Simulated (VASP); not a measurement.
Runs of VASP 6.6.1 on MnO2. The structure is that of space group P4_2/mnm (No. 136), or close to it. The cells are those of the table. 

| level | spin | cell | gap on the mesh (eV) | pressure (GPa) | moment (μB) | largest force (eV/Å) |
| --- | --- | --- | --- | --- | --- | --- |
| revPBE+D3(BJ)+U | collinear, ferrimagnetic start | a = 4.507, b = 4.507, c = 2.980 Å, 6 atoms | none | -5.8 | 6.09 | 0.02 |
| revPBE+D3(BJ)+U | collinear, ferrimagnetic start | a = 4.477, b = 4.477, c = 2.962 Å, 6 atoms | none | (c) | 6.09 | 0.03 |
| revPBE+D3(BJ)+U | collinear, ferrimagnetic start | a = 4.382, b = 4.382, c = 2.910 Å, 6 atoms | none | 9.0 | 6.02 | 0.03 |
| PBE+D3(BJ)+U | collinear, ferrimagnetic start | a = 4.401, b = 4.401, c = 2.914 Å, 6 atoms | none | (b) | (a) | 0.03 |
| revPBE+D3(BJ)+U | collinear, ferromagnetic start | a = 4.371, b = 4.371, c = 2.904 Å, 6 atoms | none | 10.7 | 6.01 | 0.03 |

Alike in all rows: task single point; potentials or basis VASP PAW PBE potentials, release 64 (Mn_pv, O); Mn d U = 3.9 eV; k mesh 6 × 6 × 8; cutoff (eV) 520; smearing gaussian 0.05 eV.

Task: Estimate the missing entries.

Result: (a) 6.03; (b) 5.0; (c) -2.8.

Caveats: pairwise dispersion overbinds metals, which lowers pressure and volume; the PAW data sets were made with another functional, which shifts forces and pressure a little (some runs).

A gap of «none» marks levels without a gap at the run's occupations.
